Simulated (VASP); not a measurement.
# Si3As (Im-3m) in VASP: further runs

Runs on Si3As. Level: PBE. Tasks: single point, relaxation of cell and atoms.

Program: VASP 6.6.1. These are calculated values, not measurements. Logs are shortened: lines on timing, memory, paths and dates and some standing lists are left out, and cuts for length are marked.

## Step 1: The cell of the first run

Symmetry: Im-3m, No. 229, cubic system. Conventional cell: a = 5.157 Å, b = 5.157 Å, c = 5.157 Å, α = 90.00°, β = 90.00°, γ = 90.00°. Within 3.4 Å of Si (site symmetry 4/mmm) lie 4 Si at 2.58 Å and 2 As at 2.58 Å. Within 3.4 Å of As (site symmetry m-3m) lie 6 Si at 2.58 Å.

## Step 2: Single point, PBE

The input, INCAR:

```
PREC = Accurate
ENCUT = 520
EDIFF = 1E-6
ISMEAR = 0
SIGMA = 0.1
LREAL = F
LASPH = T
NELM = 100
ALGO = Normal
ISIF = 2
LWAVE = F
LCHARG = F
GGA = PE
NBANDS = 16
```

The input, KPOINTS:

```
Automatic mesh
0
Gamma
  12 12 12
```

The input, POSCAR:

```
Si3As
1.0
   -2.5784221426      2.5784221426      2.5784221426
    2.5784221426     -2.5784221426      2.5784221426
    2.5784221426      2.5784221426     -2.5784221426
Si As
3 1
Direct
    0.0000000000      0.5000000000      0.5000000000
    0.5000000000      0.0000000000      0.5000000000
    0.5000000000      0.5000000000      0.0000000000
    0.0000000000      0.0000000000      0.0000000000
```

Potentials or basis: VASP PAW PBE potentials, release 64 (Si, As).

The run is started by

```
> cat potpaw_PBE.64/Si/POTCAR potpaw_PBE.64/As/POTCAR > POTCAR
> mpirun -np 1 vasp_std > vasp.out
```

OUTCAR:

```text
PREC = Accurate
   ENCUT = 520
   EDIFF = 1E-6
   ISMEAR = 0
   LREAL = F
   LASPH = T
   NELM = 100
   ISIF = 2
   GGA = PE

 ion  position               nearest neighbor table
   1  0.000  0.500  0.500-   2 2.58   3 2.58   4 2.58   4 2.58   3 2.58   2 2.58
   2  0.500  0.000  0.500-   1 2.58   3 2.58   4 2.58   3 2.58   4 2.58   1 2.58
   3  0.500  0.500  0.000-   1 2.58   2 2.58   4 2.58   2 2.58   1 2.58   4 2.58
   4  0.000  0.000  0.000-   1 2.58   2 2.58   3 2.58   1 2.58   2 2.58   3 2.58

  LATTYP: Found a body centered cubic cell.
 ALAT       =     5.1568442852

  Lattice vectors:

 A1 = (  -2.5784221426,   2.5784221426,   2.5784221426)
 A2 = (   2.5784221426,  -2.5784221426,   2.5784221426)
 A3 = (   2.5784221426,   2.5784221426,  -2.5784221426)

Analysis of symmetry for initial positions (statically):
=====================================================================
 Subroutine PRICEL returns:
 Original cell was already a primitive cell.

 Routine SETGRP: Setting up the symmetry group for a
 body centered cubic supercell.

 Subroutine GETGRP returns: Found 48 space group operations
 (whereof 48 operations were pure point group operations)
 out of a pool of 48 trial point group operations.

The static configuration has the point symmetry O_h .

Analysis of symmetry for dynamics (positions and initial velocities):
=====================================================================
 Subroutine PRICEL returns:
 Original cell was already a primitive cell.

 Routine SETGRP: Setting up the symmetry group for a
 body centered cubic supercell.

 Subroutine GETGRP returns: Found 48 space group operations
 (whereof 48 operations were pure point group operations)
 out of a pool of 48 trial point group operations.

The dynamic configuration has the point symmetry O_h .

 Subroutine INISYM returns: Found 48 space group operations
 (whereof 48 operations are pure point group operations),
 and found     1 'primitive' translations

----------------------------------------------------------------------------------------

                                     Primitive cell

  volume of cell :      68.5681

  direct lattice vectors                    reciprocal lattice vectors
    -2.578422143  2.578422143  2.578422143     0.000000000  0.193917044  0.193917044
     2.578422143 -2.578422143  2.578422143     0.193917044  0.000000000  0.193917044
     2.578422143  2.578422143 -2.578422143     0.193917044  0.193917044  0.000000000

  length of vectors
     4.465958154  4.465958154  4.465958154     0.274240114  0.274240114  0.274240114

  position of ions in fractional coordinates (direct lattice)
     0.000000000  0.500000000  0.500000000
     0.500000000  0.000000000  0.500000000
     0.500000000  0.500000000  0.000000000
     0.000000000  0.000000000  0.000000000

  ion indices of the primitive-cell ions
   primitive index   ion index
                 1           1
                 2           2
                 3           3
                 4           4

----------------------------------------------------------------------------------------

 KPOINTS: Automatic mesh

Automatic generation of k-mesh.
 Grid dimensions read from file:
 generate k-points for:   12   12   12

 Generating k-lattice:

  Cartesian coordinates                     Fractional coordinates (reciprocal lattice)
     0.000000000  0.016159754  0.016159754     0.083333333  0.000000000  0.000000000
     0.016159754  0.000000000  0.016159754     0.000000000  0.083333333  0.000000000
     0.016159754  0.016159754  0.000000000     0.000000000  0.000000000  0.083333333

  Length of vectors
     0.022853343  0.022853343  0.022853343

  Shift w.r.t. Gamma in fractional coordinates (k-lattice)
     0.000000000  0.000000000  0.000000000

 Subroutine IBZKPT returns following result:
 ===========================================

 Found     72 irreducible k-points:

 Following reciprocal coordinates:
            Coordinates               Weight
  0.000000  0.000000  0.000000      1.000000
  0.083333  0.000000  0.000000     12.000000
  0.166667  0.000000  0.000000     12.000000
  0.250000  0.000000  0.000000     12.000000
  0.333333  0.000000  0.000000     12.000000
  0.416667  0.000000  0.000000     12.000000
[... 16 lines left out ...]
  0.333333  0.083333  0.083333     24.000000
  0.416667  0.083333  0.083333     12.000000
 [... further k-points ...]
   k-points           NKPTS =     72   k-points in BZ     NKDIM =     72   number of bands    NBANDS=     16
   number of dos      NEDOS =    301   number of ions     NIONS =      4
   total plane-waves  NPLWV =  46656
   dimension x,y,z NGX =    36 NGY =   36 NGZ =   36
   dimension x,y,z NGXF=    72 NGYF=   72 NGZF=   72
   ions per type =               3   1
   NGX,Y,Z   is equivalent  to a cutoff of  13.40, 13.40, 13.40 a.u.
   NGXF,Y,Z  is equivalent  to a cutoff of  26.80, 26.80, 26.80 a.u.
 SYSTEM =  unknown system
   PREC   = accura    normal or accurate (medium, high low for compatibility)
   ISTART =      0    job   : 0-new  1-cont  2-samecut
   ICHARG =      2    charge: 1-file 2-atom 10-const
   ISPIN  =      1    spin polarized calculation?
   LNONCOLLINEAR =      F non collinear calculations
   LSORBIT =      F    spin-orbit coupling
   LASPH  =      T    aspherical Exc in radial PAW
   ENCUT  =  520.0 eV  38.22 Ry    6.18 a.u.   8.30  8.30  8.30*2*pi/ulx,y,z
   NELM   =    100;   NELMIN=  2; NELMDL= -5     # of ELM steps
   EDIFF  = 0.1E-05   stopping-criterion for ELM
   LREAL  =      F    real-space projection
   EDIFFG = 0.1E-04   stopping-criterion for IOM
   NSW    =      0    number of steps for IOM
   IBRION =     -1    ionic relax: 0-MD 1-quasi-New 2-CG
   NFREE  =      0    steps in history (QN), initial steepest desc. (CG)
   ISIF   =      2    stress and relaxation
   ISYM   =      2    0-nonsym 1-usesym 2-fastsym
   POTIM  = 0.5000    time-step for ionic-motion
   TEBEG  =    0.0;   TEEND  =   0.0 temperature during run
   PSTRESS=    0.0 pullay stress
   NELECT =      17.0000    total number of electrons
   NUPDOWN=      -1.0000    fix difference up-down
   EMIN   =  10.00;   EMAX   =-10.00  energy-range for DOS
   EFERMI =   0.00;   METHOD = LEGACY
   ISMEAR =     0;   SIGMA  =   0.10  broadening in eV -4-tet -1-fermi 0-gaus
   EFERMI_NEDOS =   21; number of points for ismear=-14 and -15
   IALGO  =     38    algorithm
   IMIX   =      4    mixing-type and parameters
     AMIX     =   0.40;   BMIX     =  1.00
     AMIX_MAG =   1.60;   BMIX_MAG =  1.00
  volume/ion in A,a.u.               =      17.14       115.68
  Fermi-wavevector in a.u.,A,eV,Ry     =   1.028451  1.943491 14.391050  1.057712
  Thomas-Fermi vector in A             =   2.162449
   LORBIT       =      0    0 simple, 1 ext, 2 COOP (PROOUT), +10 PAW based schemes
   GGA     = PE    functional components
   LHFCALC =     F    Hartree Fock is set to
   AEXX    =    0.0000 exact exchange contribution
   IVDW    =     0    specifies the selected vdW correction
   LEPSILON=     F    determine dielectric tensor
   LRPA    =     F    only Hartree local field effects (RPA)
 non-spin polarized calculation
 Gauss-broadening in eV      SIGMA  =   0.10
  energy-cutoff  :      520.00
  volume of cell :       68.57
 maximum number of plane-waves:      1878
 NGX is ok and might be reduce to    36
   NGX = 17   NGY = 17   NGZ = 17

 number of electron      17.0000001 magnetization

 Free energy of the ion-electron system (eV)
  ---------------------------------------------------
  ext. energy  EPLUGINS =         0.00000000
  ---------------------------------------------------
  free energy    TOTEN  =       -19.83448723 eV

  energy without entropy =      -19.82577752  energy(sigma->0) =      -19.83013237

 E-fermi :   7.5089     XC(G=0): -10.5561

 val. band max:        7.5044441589   @ k =   0.5000   0.5000   0.4167
 cond. band min:       7.5112535702   @ k =   0.4167   0.0833   0.0833
 fundamental gap:      0.0068094113
 Fermi energy:         7.5089303887

 k-point     1 :       0.0000    0.0000    0.0000
  band No.  band energies     occupation
      1      -6.3464      2.00000
      2       0.8984      2.00000
      3       3.8270      2.00000
      4       3.8270      2.00000
      5       3.8270      2.00000
      6       3.9046      2.00000
[... 8 lines left out ...]
     15      14.2675      0.00000
     16      14.2675      0.00000

 k-point     2 :       0.0833    0.0000    0.0000
  band No.  band energies     occupation
      1      -6.2788      2.00000
      2       0.6398      2.00000
      3       3.1114      2.00000
      4       3.1909      2.00000
      5       3.7461      2.00000
      6       4.2018      2.00000
[... 8 lines left out ...]
     15      13.5609      0.00000
     16      14.3286      0.00000

 k-point     3 :       0.1667    0.0000    0.0000
  band No.  band energies     occupation
      1      -6.0782      2.00000
      2       0.0127      2.00000
      3       2.1732      2.00000
      4       2.5671      2.00000
      5       3.5448      2.00000
      6       4.4282      2.00000
[... 8 lines left out ...]
     15      12.4587      0.00000
     16      14.5102      0.00000

 k-point     4 :       0.2500    0.0000    0.0000
  band No.  band energies     occupation
      1      -5.7524      2.00000
      2      -0.8017      2.00000
      3       1.4295      2.00000
      4       2.0656      2.00000
      5       3.3055      2.00000
      6       4.1589      2.00000
[... 8 lines left out ...]
     15      12.4727      0.00000
     16      14.8071      0.00000
[... 324 lines left out ...]
 k-point    22 :       0.2500    0.0833    0.0833
  band No.  band energies     occupation
      1      -5.2030      2.00000
      2      -1.6247      2.00000
      3       0.2731      2.00000
      4       0.9191      2.00000
      5       4.1269      2.00000
      6       4.8644      2.00000
[... 8 lines left out ...]
     15      13.4190      0.00000
     16      14.3847      0.00000

 k-point    23 :       0.3333    0.0833    0.0833
  band No.  band energies     occupation
      1      -4.7527      2.00000
      2      -2.3148      2.00000
      3      -0.0546      2.00000
      4       0.7062      2.00000
      5       3.9873      2.00000
      6       4.7647      2.00000
[... 8 lines left out ...]
     15      14.0193      0.00000
     16      14.7354      0.00000

 k-point    24 :       0.4167    0.0833    0.0833
  band No.  band energies     occupation
      1      -4.5119      2.00000
      2      -2.6446      2.00000
      3      -0.1575      2.00000
      4       0.6348      2.00000
      5       3.9386      2.00000
      6       4.7229      2.00000
[... 8 lines left out ...]
     15      14.3226      0.00000
     16      14.9815      0.00000

 [... further k-points ...]

------------------------ aborting loop because EDIFF is reached ----------------------------------------

  FORCE on cell =-STRESS in cart. coord.  units (eV):
  Direction    XX          YY          ZZ          XY          YZ          ZX
  --------------------------------------------------------------------------------------
  -------------------------------------------------------------------------------------
  Total        0.0496298      0.0496298      0.0496298     -0.0000000      0.0000000      0.0000000
  in kB        1.1596608      1.1596608      1.1596608     -0.0000000      0.0000000      0.0000000
  external PRESSURE =       1.1596608 kB  Pullay stress =       0.0000000 kB

 VOLUME and BASIS-vectors are now :
 -----------------------------------------------------------------------------
  energy-cutoff  :      520.00
  volume of cell :       68.57
      direct lattice vectors                 reciprocal lattice vectors
    -2.578422143  2.578422143  2.578422143     0.000000000  0.193917044  0.193917044
     2.578422143 -2.578422143  2.578422143     0.193917044  0.000000000  0.193917044
     2.578422143  2.578422143 -2.578422143     0.193917044  0.193917044  0.000000000

 POSITION                                       TOTAL-FORCE (eV/Angst)
 -----------------------------------------------------------------------------------
      2.57842      0.00000      0.00000        -0.000000      0.000000     -0.000000
      0.00000      2.57842      0.00000        -0.000000      0.000000     -0.000000
      0.00000      0.00000      2.57842         0.000000     -0.000000     -0.000000
      0.00000      0.00000      0.00000        -0.000000     -0.000000      0.000000
 -----------------------------------------------------------------------------------
    total drift:                                0.000000      0.000000     -0.000000

  FREE ENERGIE OF THE ION-ELECTRON SYSTEM (eV)
  ---------------------------------------------------
  free  energy   TOTEN  =       -19.8344872297 eV

  energy  without entropy=      -19.8257775151  energy(sigma->0) =      -19.83013237
```

Run time: 49 s. Hardware: 1 thread of Intel Xeon Platinum 8259CL at 2.50GHz (Skylake/Cascade Lake), shared host; peak memory 0.24 GiB.

What came out:

```yaml
Free_energy: -19.8345 eV
Pressure: 0.1 GPa
```

(Part 1 of 2 ends here.)
